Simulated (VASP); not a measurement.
Input of a VASP 6.6.1 run:

Contents of INCAR:

```
  PREC = Accurate
  ENCUT = 600
  EDIFF = 1E-7
  ISMEAR = 0
  SIGMA = 0.01
  LREAL = False
  LASPH = True
  NELM = 120
  ALGO = Normal
  ISIF = 3
  LWAVE = False
  LCHARG = False
  GGA = PE
  IBRION = 2
  NSW = 40
  EDIFFG = -0.01
  GGA_COMPAT = False
  NELMIN = 4
```

KPOINTS

```
regular mesh
0
Gamma
  4 4 3
```

POSCAR

```
ZnO
1.0
    3.3150000000      0.0000000000      0.0000000000
   -1.6575000000      2.8708742100      0.0000000000
    0.0000000000      0.0000000000      5.3142000000
Zn O
2 2
Direct
    0.3333333330      0.6666666670      0.0000000000
    0.6666666670      0.3333333330      0.5000000000
    0.3333333330      0.6666666670      0.3820000000
    0.6666666670      0.3333333330      0.8820000000
```

Potentials or basis: VASP PAW PBE potentials, release 64 (Zn, O).

The run is started by

```sh
$ cat potpaw_PBE.64/Zn/POTCAR potpaw_PBE.64/O/POTCAR > POTCAR
$ mpirun -np 1 vasp_std > vasp.out
```

Problem. What does it give for the relaxed volume?

Solution. 12.39 Å³/atom.

Problem. Estimate the relaxed cell.

Solution. a = 3.287 Å, b = 3.287 Å, c = 5.297 Å, α = 90.00°, β = 90.00°, γ = 120.00°.

Step by step:
```csv
step,energy change (eV),largest force (eV/Å),pressure (GPa),volume (Å³)
1,0.0000,0.0389,-2.43,50.57
2,-0.0069,0.0216,1.05,49.19
3,-0.0081,0.0267,0.04,49.56
4,-0.0081,0.0269,0.00,49.58
5,-0.0082,0.0172,-0.02,49.58
6,-0.0084,0.0125,-0.05,49.59
7,-0.0084,0.0086,0.00,49.58
8,-0.0084,0.0053,0.03,49.56
```

Caveat: the k points lie up to 0.55 Å⁻¹ apart in the final cell.
